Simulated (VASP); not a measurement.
Input of a VASP 6.6.1 run:

INCAR

```
PREC = Accurate
ENCUT = 520
EDIFF = 1E-8
ISMEAR = -1
SIGMA = 0.05
LREAL = F
LASPH = T
NELM = 100
ALGO = Normal
ISIF = 2
LWAVE = F
LCHARG = F
GGA = PE
LEFG = T
NBANDS = 20
```

KPOINTS

```
Automatic mesh
0
Gamma
  15 15 13
```

File POSCAR:

```
Ga
1.0
    1.4500000000     -4.0650000000      0.0000000000
    1.4500000000      4.0650000000      0.0000000000
    0.0000000000      0.0000000000      3.1700000000
Ga
2
Direct
    0.8670000000      0.1330000000      0.2752365931
    0.1330000000      0.8670000000      0.7500000000
```

Potentials or basis: VASP PAW PBE potentials, release 64 (Ga_d).

The run is started by

```bash
$ cat potpaw_PBE.64/Ga_d/POTCAR > POTCAR
$ mpirun -np 1 vasp_std > vasp.out
```

(1) Predict the largest force.

(2) Estimate the pressure.

(3) Predict the band gap on the k mesh.

Results:

(1) 0.244 eV/Å.

(2) 1.7 GPa.

(3) zero (bands 13 and 14 overlap by 8.70 eV).

Caveat: the cell differs from its parent crystal (atom 1 (Ga) moved by [0.0, 0.0, 0.08] A); without QUAD_EFG the Cq values of the log hold for a quadrupole moment of 1 mb, not for the nuclei.
